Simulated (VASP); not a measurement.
# Cu (P6_3/mmc) in VASP: a series of runs, part 2 of 2

VASP 6.6.1.

## (5) Single point, PBEsol (strain -0.0050 x Voigt [0, 0, 1, 0, 0, 0])

File INCAR:

```
PREC = Accurate ; ENCUT = 520
EDIFF = 1E-7 ; ISMEAR = 0
SIGMA = 0.15 ; LREAL = False
LASPH = True ; NELM = 100
ALGO = Fast ; ISIF = 2
LWAVE = False ; LCHARG = False
GGA = PS ; NBANDS = 18
```

File KPOINTS:

```
Automatic mesh
0
Gamma
  24 24 12
```

File POSCAR:

```
Cu
1.0
    2.5340966698      0.0000000000      0.0000000000
   -1.2670483349      2.1945920917      0.0000000000
    0.0000000000      0.0000000000      4.0920081450
Cu
2
Direct
    0.3333333333      0.6666666667      0.2500000000
    0.6666666667      0.3333333333      0.7500000000
```

Potentials or basis: VASP PAW PBE potentials, release 64 (Cu).

The run is started by

```bash
$ cat potpaw_PBE.64/Cu/POTCAR > POTCAR
$ mpirun -np 1 vasp_std > vasp.out
```

OUTCAR:

```text
PREC = Accurate
   ENCUT = 520
   EDIFF = 1E-7
   ISMEAR = 0
   LREAL = False
   LASPH = True
   NELM = 100
   ISIF = 2
   GGA = PS

 ion  position               nearest neighbor table
   1  0.333  0.667  0.250-   2 2.52   2 2.52   2 2.52   2 2.52   2 2.52   2 2.52
   2  0.667  0.333  0.750-   1 2.52   1 2.52   1 2.52   1 2.52   1 2.52   1 2.52

  LATTYP: Found a hexagonal cell.
 ALAT       =     2.5340966698
 C/A-ratio  =     1.6147798124

  Lattice vectors:

 A1 = (   2.5340966698,   0.0000000000,   0.0000000000)
 A2 = (  -1.2670483349,   2.1945920917,   0.0000000000)
 A3 = (   0.0000000000,   0.0000000000,   4.0920081450)

Analysis of symmetry for initial positions (statically):
=====================================================================
 Subroutine PRICEL returns:
 Original cell was already a primitive cell.

 Routine SETGRP: Setting up the symmetry group for a
 hexagonal supercell.

 Subroutine GETGRP returns: Found 24 space group operations
 (whereof 12 operations were pure point group operations)
 out of a pool of 24 trial point group operations.

The static configuration has the point symmetry D_3d.
[... 163 lines left out ...]
  energy without entropy =       -8.59545529  energy(sigma->0) =       -8.59860033

 E-fermi :   7.8440     XC(G=0): -13.1262

 val. band max:        7.8340839279   @ k =   0.3750   0.1250   0.3333
 cond. band min:       7.8538492886   @ k =   0.2500   0.0833   0.3333
 fundamental gap:      0.0197653607
 Fermi energy:         7.8439987211

 k-point     1 :       0.0000    0.0000    0.0000
  band No.  band energies     occupation
      1      -1.8080      2.00000
      2       2.5824      2.00000
      3       4.7633      2.00000
      4       4.7859      2.00000
      5       4.7859      2.00000
      6       5.0164      2.00000
[... 481 lines left out ...]
      5       4.6656      2.00000
      6       4.8267      2.00000
[... 10 lines left out ...]
     17      20.5835      0.00000
     18      27.7192      0.00000

 [... further k-points ...]

------------------------ aborting loop because EDIFF is reached ----------------------------------------

  FORCE on cell =-STRESS in cart. coord.  units (eV):
  Direction    XX          YY          ZZ          XY          YZ          ZX
  --------------------------------------------------------------------------------------
  -------------------------------------------------------------------------------------
  Total       -0.1392228     -0.1392228      0.2762906      0.0000000      0.0000000      0.0000000
  in kB       -9.8018345     -9.8018345     19.4519510      0.0000000      0.0000000      0.0000000
  external PRESSURE =      -0.0505727 kB  Pullay stress =       0.0000000 kB

 VOLUME and BASIS-vectors are now :
 -----------------------------------------------------------------------------
  energy-cutoff  :      520.00
  volume of cell :       22.76
      direct lattice vectors                 reciprocal lattice vectors
     2.534096670  0.000000000  0.000000000     0.394617937  0.227832772  0.000000000
    -1.267048335  2.194592092  0.000000000     0.000000000  0.455665544  0.000000000
     0.000000000  0.000000000  4.092008145     0.000000000  0.000000000  0.244378790

 POSITION                                       TOTAL-FORCE (eV/Angst)
 -----------------------------------------------------------------------------------
     -0.00000      1.46306      1.02300         0.000000     -0.000000     -0.000000
      1.26705      0.73153      3.06901        -0.000000      0.000000      0.000000
 -----------------------------------------------------------------------------------
    total drift:                               -0.000000      0.000000     -0.000000

  FREE ENERGIE OF THE ION-ELECTRON SYSTEM (eV)
  ---------------------------------------------------
  free  energy   TOTEN  =        -8.6017453602 eV

  energy  without entropy=       -8.5954552911  energy(sigma->0) =       -8.59860033
```

OSZICAR:

```text
N       E                     dE             d eps       ncg     rms          rms(c)
DAV:   1     0.120596459351E+03    0.12060E+03   -0.10573E+04 16700   0.221E+03
DAV:   2    -0.475270501149E+01   -0.12535E+03   -0.11899E+03 15404   0.287E+02
DAV:   3    -0.107374623797E+02   -0.59848E+01   -0.57599E+01 17142   0.854E+01
DAV:   4    -0.108012608649E+02   -0.63798E-01   -0.63750E-01 18138   0.948E+00
DAV:   5    -0.108020714922E+02   -0.81063E-03   -0.81060E-03 18668   0.930E-01    0.119E+01
RMM:   6    -0.938101213351E+01    0.14211E+01   -0.12497E+01 17980   0.627E+01    0.660E+00
RMM:   7    -0.862617542519E+01    0.75484E+00   -0.21689E+00 17793   0.271E+01    0.150E+00
RMM:   8    -0.860497028110E+01    0.21205E-01   -0.73223E-02 18862   0.252E+00    0.418E-01
RMM:   9    -0.860147003880E+01    0.35002E-02   -0.16717E-02 18610   0.242E+00    0.439E-02
RMM:  10    -0.860172121159E+01   -0.25117E-03   -0.25261E-03 19125   0.599E-01    0.464E-02
RMM:  11    -0.860173474025E+01   -0.13529E-04   -0.38039E-04 19465   0.193E-01    0.987E-03
RMM:  12    -0.860174413375E+01   -0.93935E-05   -0.89782E-05 21369   0.923E-02    0.367E-03
RMM:  13    -0.860174511199E+01   -0.97823E-06   -0.84987E-06 18638   0.283E-02    0.290E-03
RMM:  14    -0.860174536455E+01   -0.25257E-06   -0.21755E-06 16943   0.134E-02    0.495E-04
RMM:  15    -0.860174536023E+01    0.43260E-08   -0.20727E-07 11963   0.564E-03
   1 F= -.86017454E+01 E0= -.85986003E+01  d E =-.629007E-02
```

stdout:

```text
POSCAR found type information on POSCAR Cu
 POSCAR found :  1 types and       2 ions
 scaLAPACK will be used
[... 20 lines left out ...]
 num prob  num prob  num prob  num prob  num prob  num prob  num prob WARNING in EDDRMM: call to ZHEGV failed, returncode =   6  3     17
 num prob WARNING in EDDRMM: call to ZHEGV failed, returncode =   6  3     14
 num prob  num prob  num prob  num prob  num prob  num prob  num prob  num prob  num prob  num prob  num prob  num prob  num prob  num prob  num prob  num prob WARNING in EDDRMM: call to ZHEGV failed, returncode =   6  3     17
 num prob  num prob  num prob  num prob  num prob WARNING in EDDRMM: call to ZHEGV failed, returncode =   6  3     15
 num prob  num prob  num prob  num prob  num prob  num prob  num prob RMM:  15    -0.860174536023E+01    0.43260E-08   -0.20727E-07 11963   0.564E-03
```

Run time: 74 s. Hardware: 1 thread of Intel Xeon 6975P-C (Granite Rapids), shared host; peak memory 0.25 GiB.

Results:

```
Free energy            : -8.6017 eV
Pressure               : 0.0 GPa
Band gap on the k mesh : zero (band 11 reaches 11.92 eV, above the bottom of band 12 at 5.87 eV)
```

Levels at points of the mesh, in eV from the Fermi level:
```csv
k point,band 9,band 10,band 11,band 12,band 13,band 14
"(0.00, 0.00, 0.00)",-2.56,-1.74,-1.74,-1.02,4.11,21.51
"(0.50, 0.00, 0.00)",-1.58,-1.55,-0.01,1.60,7.97,8.42
"(0.00, 0.00, 0.50)",-1.98,-1.98,-1.98,-1.98,13.05,13.05
"(0.50, 0.00, 0.50)",-1.59,-1.59,0.43,0.43,5.02,5.02
```

Caveat: the cell differs from its parent crystal (strain -0.0050 x Voigt [0, 0, 1, 0, 0, 0]); the PAW data sets were made with another functional, which shifts forces and pressure a little.

## (6) The runs side by side

```csv
cell,further INCAR settings,gap on the mesh (eV),pressure (GPa)
"a = 2.534, b = 2.534, c = 4.030 Å, angles 90.0, 90.0, 120.0°, 2 atoms",ALGO = Fast; EDIFF = 1e-07; NBANDS = 18,none,2.7
"a = 2.534, b = 2.534, c = 4.071 Å, angles 90.0, 90.0, 120.0°, 2 atoms",ALGO = Fast; EDIFF = 1e-07; NBANDS = 18,none,0.8
"a = 2.534, b = 2.534, c = 4.051 Å, angles 90.0, 90.0, 120.0°, 2 atoms",ALGO = Fast; EDIFF = 1e-06; NBANDS = 18,none,1.8
"a = 2.534, b = 2.534, c = 4.092 Å, angles 90.0, 90.0, 120.0°, 2 atoms",ALGO = Fast; EDIFF = 1e-07; NBANDS = 18,none,0.0
```

Alike in all rows: task single point; level PBEsol; potentials or basis VASP PAW PBE potentials, release 64 (Cu); no spin polarisation; k mesh 24 × 24 × 12; cutoff (eV) 520; smearing gaussian 0.15 eV.

Caveats: the PAW data sets were made with another functional, which shifts forces and pressure a little.

Absolute energies hang on the potentials; compare differences alone.
